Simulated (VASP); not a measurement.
Set up this calculation in VASP 6.6.1, as the native input.

```yaml
Task: single point
Functional: LDA
Potentials_or_basis: VASP PAW LDA potentials, release 64 (Au)
Cutoff: 520 eV
k_mesh: 22 × 22 × 22
Occupations: gaussian, width 0.15 eV
Spin: no spin polarisation
Dipole_correction: no
Further_INCAR_settings: ALGO = Normal; EDIFF = 1e-07; NBANDS = 12
```

The structure of Au lies in POSCAR:

```
Au
1.0
   -0.8769168513      1.7538337027      1.7538337027
    1.7538337027     -0.8769168513      1.7538337027
    1.7538337027      1.7538337027     -0.8769168513
Au
1
Direct
    0.0000000000      0.0000000000      0.0000000000
```

This cell differs from its parent crystal: ratio of the length along [111] to the lengths across it x 2.0, volume and fractional coordinates fixed.

The input as run:

INCAR

```
SYSTEM = Au
  ALGO = Normal
  EDIFF = 1E-7
  ENCUT = 520
  ISIF = 2
  ISMEAR = 0
  LASPH = .True.
  LCHARG = .True.
  LELF = .True.
  LREAL = .False.
  LVHAR = .True.
  LWAVE = .False.
  NBANDS = 12
  NELM = 60
  PREC = Accurate
  SIGMA = 0.15
```

KPOINTS

```
k-points
0
Gamma
  22 22 22
  0 0 0
```

Potentials or basis: VASP PAW LDA potentials, release 64 (Au).

Run with:

```bash
$ cat potpaw_LDA.64/Au/POTCAR > POTCAR
$ mpirun -np 1 vasp_std > vasp.out
```

It gave:

```
Pressure : 7.5 GPa
```

Run time: 19 s on 1 thread of Intel(R) Xeon(R) 6975P-C (Granite Rapids), on a shared host, peak memory 0.18 GiB.
